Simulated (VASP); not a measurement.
# HfO2 (Fm-3m) in VASP: a series of runs

Runs on HfO2. Level: PBE+D3(BJ). Tasks: single point.

Program: VASP 6.6.1. These are calculated values, not measurements. Logs are shortened: lines on timing, memory, paths and dates and some standing lists are left out, and cuts for length are marked.

## Step 1: The cell of the first run

Symmetry: Fm-3m, No. 225, cubic system. Conventional cell: a = 5.046 Å, b = 5.046 Å, c = 5.046 Å, α = 90.00°, β = 90.00°, γ = 90.00°. Within 2.9 Å of Hf (site symmetry m-3m) lie 8 O at 2.18 Å. Within 2.9 Å of O (site symmetry -43m) lie 4 Hf at 2.18 Å and 6 O at 2.52 Å.

## Step 2: Single point, PBE+D3(BJ), non-collinear spin, zero start, spin-orbit coupling

Contents of INCAR:

```
PREC = Accurate
ENCUT = 520
EDIFF = 1E-6
ISMEAR = -1
SIGMA = 0.05
LREAL = F
LASPH = T
NELM = 150
ALGO = Normal
ISIF = 2
LWAVE = F
LCHARG = F
LNONCOLLINEAR = T
MAGMOM = 0 0 0 0 0 0 0 0 0
LORBIT = 11
LSORBIT = T
GGA_COMPAT = F
LORBMOM = T
LMAXMIX = 4
GGA = PE
IVDW = 12
NBANDS = 35
```

Contents of KPOINTS:

```
Automatic mesh
0
Gamma
  7 7 7
```

Contents of POSCAR:

```
HfO2
1.0
    0.0000000000      2.5229349520      2.5229349520
    2.5229349520      0.0000000000      2.5229349520
    2.5229349520      2.5229349520      0.0000000000
Hf O
1 2
Direct
    0.0000000000      0.0000000000      0.0000000000
    0.7500000000      0.7500000000      0.7500000000
    0.2500000000      0.2500000000      0.2500000000
```

Potentials or basis: VASP PAW PBE potentials, release 64 (Hf_pv, O).

On the command line:

```
$ cat potpaw_PBE.64/Hf_pv/POTCAR potpaw_PBE.64/O/POTCAR > POTCAR
$ mpirun -np 1 vasp_ncl > vasp.out
```

OUTCAR:

```text
PREC = Accurate
   ENCUT = 520
   EDIFF = 1E-6
   ISMEAR = -1
   LREAL = F
   LASPH = T
   NELM = 150
   ISIF = 2
   LNONCOLLINEAR = T
   LORBIT = 11
   LSORBIT = T
   GGA = PE
   IVDW = 12
 IVDW          = 12

 ion  position               nearest neighbor table
   1  0.000  0.000  0.000-   2 2.18   2 2.18   2 2.18   2 2.18   3 2.18   3 2.18   3 2.18   3 2.18

   2  0.750  0.750  0.750-   1 2.18   1 2.18   1 2.18   1 2.18
   3  0.250  0.250  0.250-   1 2.18   1 2.18   1 2.18   1 2.18

  LATTYP: Found a face centered cubic cell.
 ALAT       =     5.0458699040

  Lattice vectors:

 A1 = (   0.0000000000,   2.5229349520,   2.5229349520)
 A2 = (   2.5229349520,   0.0000000000,   2.5229349520)
 A3 = (   2.5229349520,   2.5229349520,   0.0000000000)

Analysis of symmetry for initial positions (statically):
=====================================================================
 Subroutine PRICEL returns:
 Original cell was already a primitive cell.

 Routine SETGRP: Setting up the symmetry group for a
 face centered cubic supercell.

 Subroutine GETGRP returns: Found 48 space group operations
[... 9 lines left out ...]

 Routine SETGRP: Setting up the symmetry group for a
 face centered cubic supercell.

 Subroutine GETGRP returns: Found 48 space group operations
 (whereof 48 operations were pure point group operations)
 out of a pool of 48 trial point group operations.

The dynamic configuration has the point symmetry O_h .

Analysis of structural, dynamic, and magnetic symmetry:
=====================================================================
 Subroutine PRICEL returns:
 Original cell was already a primitive cell.

 Routine SETGRP: Setting up the symmetry group for a
 face centered cubic supercell.

 Subroutine GETGRP returns: Found 48 space group operations
 (whereof 48 operations were pure point group operations)
 out of a pool of 48 trial point group operations.

The overall configuration has the point symmetry O_h .

 Subroutine INISYM returns: Found 48 space group operations
[... 5 lines left out ...]
                                     Primitive cell

  volume of cell :      32.1180

  direct lattice vectors                    reciprocal lattice vectors
     0.000000000  2.522934952  2.522934952    -0.198181883  0.198181883  0.198181883
     2.522934952  0.000000000  2.522934952     0.198181883 -0.198181883  0.198181883
     2.522934952  2.522934952  0.000000000     0.198181883  0.198181883 -0.198181883

  length of vectors
     3.567968826  3.567968826  3.567968826     0.343261091  0.343261091  0.343261091

  position of ions in fractional coordinates (direct lattice)
     0.000000000  0.000000000  0.000000000
     0.750000000  0.750000000  0.750000000
     0.250000000  0.250000000  0.250000000

  ion indices of the primitive-cell ions
   primitive index   ion index
                 1           1
                 2           2
                 3           3

----------------------------------------------------------------------------------------

 KPOINTS: Automatic mesh

Automatic generation of k-mesh.
 Grid dimensions read from file:
 generate k-points for:    7    7    7

 Generating k-lattice:

  Cartesian coordinates                     Fractional coordinates (reciprocal lattice)
    -0.028311698  0.028311698  0.028311698     0.142857143  0.000000000  0.000000000
     0.028311698 -0.028311698  0.028311698     0.000000000  0.142857143  0.000000000
     0.028311698  0.028311698 -0.028311698     0.000000000  0.000000000  0.142857143

  Length of vectors
     0.049037299  0.049037299  0.049037299

  Shift w.r.t. Gamma in fractional coordinates (k-lattice)
     0.000000000  0.000000000  0.000000000

 Subroutine IBZKPT returns following result:
 ===========================================

 Found     20 irreducible k-points:

 Following reciprocal coordinates:
            Coordinates               Weight
  0.000000  0.000000  0.000000      1.000000
  0.142857  0.000000  0.000000      8.000000
  0.285714  0.000000  0.000000      8.000000
  0.428571  0.000000  0.000000      8.000000
  0.142857  0.142857  0.000000      6.000000
  0.285714  0.142857  0.000000     24.000000
[... 12 lines left out ...]
 -0.428571  0.428571  0.142857     24.000000
 -0.285714  0.428571  0.142857     24.000000
   k-points           NKPTS =     20   k-points in BZ     NKDIM =     20   number of bands    NBANDS=     35
   number of dos      NEDOS =    301   number of ions     NIONS =      3
   total plane-waves  NPLWV =  21952
   dimension x,y,z NGX =    28 NGY =   28 NGZ =   28
   dimension x,y,z NGXF=    56 NGYF=   56 NGZF=   56
   ions per type =               1   2
   NGX,Y,Z   is equivalent  to a cutoff of  13.05, 13.05, 13.05 a.u.
   NGXF,Y,Z  is equivalent  to a cutoff of  26.09, 26.09, 26.09 a.u.
 SYSTEM =  unknown system
   PREC   = accura    normal or accurate (medium, high low for compatibility)
   ISTART =      0    job   : 0-new  1-cont  2-samecut
   ICHARG =      2    charge: 1-file 2-atom 10-const
   ISPIN  =      1    spin polarized calculation?
   LNONCOLLINEAR =      T non collinear calculations
   LSORBIT =      T    spin-orbit coupling
   LASPH  =      T    aspherical Exc in radial PAW
   ENCUT  =  520.0 eV  38.22 Ry    6.18 a.u.   6.63  6.63  6.63*2*pi/ulx,y,z
   NELM   =    150;   NELMIN=  2; NELMDL= -5     # of ELM steps
   EDIFF  = 0.1E-05   stopping-criterion for ELM
   LREAL  =      F    real-space projection
   EDIFFG = 0.1E-04   stopping-criterion for IOM
   NSW    =      0    number of steps for IOM
   IBRION =     -1    ionic relax: 0-MD 1-quasi-New 2-CG
   NFREE  =      0    steps in history (QN), initial steepest desc. (CG)
   ISIF   =      2    stress and relaxation
   ISYM   =      2    0-nonsym 1-usesym 2-fastsym
   POTIM  = 0.5000    time-step for ionic-motion
   TEBEG  =    0.0;   TEEND  =   0.0 temperature during run
   PSTRESS=    0.0 pullay stress
   NELECT =      22.0000    total number of electrons
   NUPDOWN=      -1.0000    fix difference up-down
   EMIN   =  10.00;   EMAX   =-10.00  energy-range for DOS
   EFERMI =   0.00;   METHOD = LEGACY
   ISMEAR =    -1;   SIGMA  =   0.05  broadening in eV -4-tet -1-fermi 0-gaus
   EFERMI_NEDOS =   21; number of points for ismear=-14 and -15
   IALGO  =     38    algorithm
   IMIX   =      4    mixing-type and parameters
     AMIX     =   0.40;   BMIX     =  1.00
     AMIX_MAG =   1.60;   BMIX_MAG =  1.00
  volume/ion in A,a.u.               =      10.71        72.25
  Fermi-wavevector in a.u.,A,eV,Ry     =   1.443111  2.727084 28.335068  2.082569
  Thomas-Fermi vector in A             =   2.561555
   LORBIT       =     11    0 simple, 1 ext, 2 COOP (PROOUT), +10 PAW based schemes
   GGA     = PE    functional components
   LHFCALC =     F    Hartree Fock is set to
   AEXX    =    0.0000 exact exchange contribution
   IVDW    =    12    specifies the selected vdW correction
   LEPSILON=     F    determine dielectric tensor
   LRPA    =     F    only Hartree local field effects (RPA)
  energy-cutoff  :      520.00
  volume of cell :       32.12
 maximum number of plane-waves:      1786
   NGX = 13   NGY = 13   NGZ = 13

 number of electron      21.9999993 magnetization       0.0000000      0.0000000      0.0000000

 number of electron      21.9999993 magnetization      -0.0000000     -0.0000000     -0.0000000

 number of electron      21.9999993 magnetization      -0.0000000      0.0000000      0.0000000

 number of electron      21.9999993 magnetization       0.0000000     -0.0000000     -0.0000000

 Free energy of the ion-electron system (eV)
  ---------------------------------------------------
  ext. energy  EPLUGINS =         0.00000000
  ---------------------------------------------------
  free energy    TOTEN  =       -30.86359707 eV

  energy without entropy =      -30.86359707  energy(sigma->0) =      -30.86359707

 E-fermi :   5.4072     XC(G=0): -11.9179

 val. band max:        4.3065819722   @ k =  -0.4286   0.4286   0.0000
 cond. band min:       8.2903486662   @ k =   0.0000   0.0000   0.0000
 fundamental gap:      3.9837666940
 Fermi energy:         5.4072498722

 k-point     1 :       0.0000    0.0000    0.0000
  band No.  band energies     occupation
      1     -30.0378      1.00000
      2     -30.0378      1.00000
      3     -23.0097      1.00000
      4     -23.0097      1.00000
      5     -23.0097      1.00000
      6     -23.0097      1.00000
[... 729 lines left out ...]
     33      17.0794      0.00000
     34      17.0794      0.00000
 [bands above 34 left out]

------------------------ aborting loop because EDIFF is reached ----------------------------------------

 Edisp (eV)   -0.72955

 E8    (eV) :    -0.3187

  FORCE on cell =-STRESS in cart. coord.  units (eV):
  Direction    XX          YY          ZZ          XY          YZ          ZX
  --------------------------------------------------------------------------------------
  -------------------------------------------------------------------------------------
  Total       0.08422     0.08422     0.08422     0.00000     0.00000     0.00000
  in kB       4.20106     4.20106     4.20106     0.00000     0.00000     0.00000
  external pressure =        4.20 kB  Pullay stress =        0.00 kB

 VOLUME and BASIS-vectors are now :
 -----------------------------------------------------------------------------
  energy-cutoff  :      520.00
  volume of cell :       32.12
      direct lattice vectors                 reciprocal lattice vectors
     0.000000000  2.522934952  2.522934952    -0.198181883  0.198181883  0.198181883
     2.522934952  0.000000000  2.522934952     0.198181883 -0.198181883  0.198181883
     2.522934952  2.522934952  0.000000000     0.198181883  0.198181883 -0.198181883

 POSITION                                       TOTAL-FORCE (eV/Angst)
 -----------------------------------------------------------------------------------
      0.00000      0.00000      0.00000         0.000000      0.000000      0.000000
      3.78440      3.78440      3.78440         0.000000      0.000000     -0.000000
      1.26147      1.26147      1.26147        -0.000000     -0.000000      0.000000
 -----------------------------------------------------------------------------------
    total drift:                                0.000000      0.000000      0.000000

  FREE ENERGIE OF THE ION-ELECTRON SYSTEM (eV)
  ---------------------------------------------------
  free  energy   TOTEN  =       -31.5931434848 eV

  energy  without entropy=      -31.5931434848  energy(sigma->0) =      -31.59314348

 orbital moment (x)

 # of ion     p       d       tot
 ----------------------------------------
  1         0.000   0.000   0.000
  2         0.000   0.000   0.000
  3         0.000   0.000   0.000
 ----------------------------------------
            0.000   0.000   0.000

 orbital moment (y)

 # of ion     p       d       tot
 ----------------------------------------
  1         0.000  -0.000  -0.000
  2        -0.000   0.000  -0.000
  3         0.000   0.000   0.000
 ----------------------------------------
            0.000  -0.000   0.000

 orbital moment (z)

 # of ion     p       d       tot
 ----------------------------------------
  1         0.000   0.000   0.000
  2         0.000   0.000   0.000
  3         0.000   0.000   0.000
 ----------------------------------------
            0.000   0.000   0.000

 Spin-Orbit-Coupling matrix elements

 Ion:    1  E_soc:     -1.2330014
 l=   1
     0.0000000    -0.2018239    -0.2018239
    -0.2018239     0.0000000    -0.2018239
    -0.2018239    -0.2018239     0.0000000
 l=   2
     0.0000000    -0.0008994     0.0000000    -0.0008994    -0.0027770
    -0.0008994     0.0000000    -0.0020827    -0.0008994    -0.0006942
     0.0000000    -0.0020827     0.0000000    -0.0020827     0.0000000
    -0.0008994    -0.0008994    -0.0020827     0.0000000    -0.0006942
    -0.0027770    -0.0006942     0.0000000    -0.0006942     0.0000000
 l=   3
     0.0000000     0.0000000     0.0000000     0.0000000     0.0000000     0.0000000     0.0000000
     0.0000000     0.0000000     0.0000000     0.0000000     0.0000000     0.0000000     0.0000000
     0.0000000     0.0000000     0.0000000     0.0000000     0.0000000     0.0000000     0.0000000
     0.0000000     0.0000000     0.0000000     0.0000000     0.0000000     0.0000000     0.0000000
[... 29 lines left out ...]
 l=   2
     0.0000000     0.0000000     0.0000000     0.0000000     0.0000000
     0.0000000     0.0000000     0.0000000     0.0000000     0.0000000
     0.0000000     0.0000000     0.0000000     0.0000000     0.0000000
     0.0000000     0.0000000     0.0000000     0.0000000     0.0000000
     0.0000000     0.0000000     0.0000000     0.0000000     0.0000000
 l=   3
     0.0000000     0.0000000     0.0000000     0.0000000     0.0000000     0.0000000     0.0000000
     0.0000000     0.0000000     0.0000000     0.0000000     0.0000000     0.0000000     0.0000000
     0.0000000     0.0000000     0.0000000     0.0000000     0.0000000     0.0000000     0.0000000
     0.0000000     0.0000000     0.0000000     0.0000000     0.0000000     0.0000000     0.0000000
     0.0000000     0.0000000     0.0000000     0.0000000     0.0000000     0.0000000     0.0000000
     0.0000000     0.0000000     0.0000000     0.0000000     0.0000000     0.0000000     0.0000000
     0.0000000     0.0000000     0.0000000     0.0000000     0.0000000     0.0000000     0.0000000

 total charge

# of ion       s       p       d       tot
------------------------------------------
    1        0.297   6.640   1.391   8.328
    2        1.562   3.561   0.000   5.124
    3        1.562   3.561   0.000   5.124
--------------------------------------------------
tot          3.421  13.763   1.391  18.575

 magnetization (x)

# of ion       s       p       d       tot
------------------------------------------
    1       -0.000  -0.000  -0.000  -0.000
    2        0.000  -0.000   0.000  -0.000
    3       -0.000  -0.000   0.000  -0.000
--------------------------------------------------
tot          0.000  -0.000  -0.000  -0.000

 magnetization (y)

# of ion       s       p       d       tot
------------------------------------------
    1        0.000   0.000   0.000   0.000
    2        0.000   0.000   0.000   0.000
    3        0.000   0.000   0.000   0.000
--------------------------------------------------
tot          0.000   0.000   0.000   0.000

 magnetization (z)

# of ion       s       p       d       tot
------------------------------------------
    1        0.000   0.000  -0.000   0.000
    2       -0.000   0.000   0.000   0.000
    3        0.000   0.000   0.000   0.000
--------------------------------------------------
tot         -0.000   0.000  -0.000   0.000
```

Wall time 84 s (1 thread of Intel Xeon 6975P-C, shared host); peak memory 0.27 GiB.

Results:

* Free energy: -31.5931 eV
* Pressure: 0.4 GPa
* Net moment: 0.00 μB per cell
* Valence electrons inside the program's atomic spheres: Hf 8.33; O 5.12
* Dispersion energy per atom: -0.243 eV

Moments on the atoms (μB; x, y, z):
```
Hf  0.00 0.00 0.00
O   0.00 0.00 0.00
O   0.00 0.00 0.00
```

## Step 3: Single point, PBE+D3(BJ), non-collinear spin, zero start, spin-orbit coupling

This run uses another cell than the first one, of 10.93 Å³/atom, 1.021 times its volume.

Contents of INCAR:

```
SYSTEM = HfO2
PREC = Accurate
ENCUT = 520
EDIFF = 1E-6
ISMEAR = -1
SIGMA = 0.05
LREAL = .False.
LASPH = .True.
NELM = 150
ALGO = Normal
ISIF = 2
LWAVE = .False.
LCHARG = .False.
MAGMOM = 0 0 0 0 0 0 0 0 0
LORBIT = 11
LSORBIT = .True.
GGA_COMPAT = .False.
LORBMOM = .True.
LMAXMIX = 4
GGA = PE
IVDW = 12
NBANDS = 35
```

Contents of KPOINTS:

```
regular mesh
0
Gamma
  7 7 7
  0 0 0
```

Contents of POSCAR:

```
HfO2
1.0
    0.0000000000      2.5403350533      2.5403350533
    2.5403350533      0.0000000000      2.5403350533
    2.5403350533      2.5403350533      0.0000000000
Hf O
1 2
Direct
    0.0000000000      0.0000000000      0.0000000000
    0.7500000000      0.7500000000      0.7500000000
    0.2500000000      0.2500000000      0.2500000000
```

Potentials or basis: VASP PAW PBE potentials, release 64 (Hf_pv, O).

On the command line:

```
$ cat potpaw_PBE.64/Hf_pv/POTCAR potpaw_PBE.64/O/POTCAR > POTCAR
$ mpirun -np 1 vasp_ncl > vasp.out
```

It took 75 s on 1 thread of Intel Xeon 6975P-C, shared host; peak memory 0.27 GiB.

The run converged. Its results:

```yaml
Free_energy: -31.5848 eV
Pressure: -4.7 GPa
Net_moment: 0.00 μB per cell
Valence_electrons_inside_the_program's_atomic_spheres: Hf 8.26; O 5.11
Dispersion_energy_per_atom: -0.238 eV
```

Moments on the atoms (μB; x, y, z):
```
Hf  0.00 0.00 0.00
O   0.00 0.00 0.00
O   0.00 0.00 0.00
```
